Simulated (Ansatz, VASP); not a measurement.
# Ga: VASP beside Ansatz

```
Ga
1.0
    -2.97550    2.97550    2.97550
     2.97550   -2.97550    2.97550
     2.97550    2.97550   -2.97550
Ga
6
Direct
  0.25000 0.62500 0.37500
  0.37500 0.25000 0.62500
  0.75000 0.87500 0.12500
  0.12500 0.75000 0.87500
  0.62500 0.37500 0.25000
  0.87500 0.12500 0.75000
```

Alike in both runs: task single point; functional LDA; k mesh 4 × 4 × 4; no spin polarisation.

|  | VASP | Ansatz |
| --- | --- | --- |
| version | VASP 6.6.1 | Ansatz 0.2.0 |
| potentials or method | VASP PAW LDA potentials, release 64 (Ga_d), cutoff 520 eV | plane waves, PAW |
| occupations | methfessel-paxton of order 1, width 0.15 eV | cold, width 0.15 eV |
| valence electrons in the cell | 78 | 78 |

VASP gave:

| Item | Value |
| --- | --- |
| pressure (GPa) | -0.8 |

Problem. Which values does Ansatz return?

Solution. Pressure (GPa): -1.0.

LDA's correlation is that of Perdew and Zunger in VASP and of Perdew and Wang (1992) in Ansatz.

The k mesh is coarse, so the values compare programs but aren't converged.
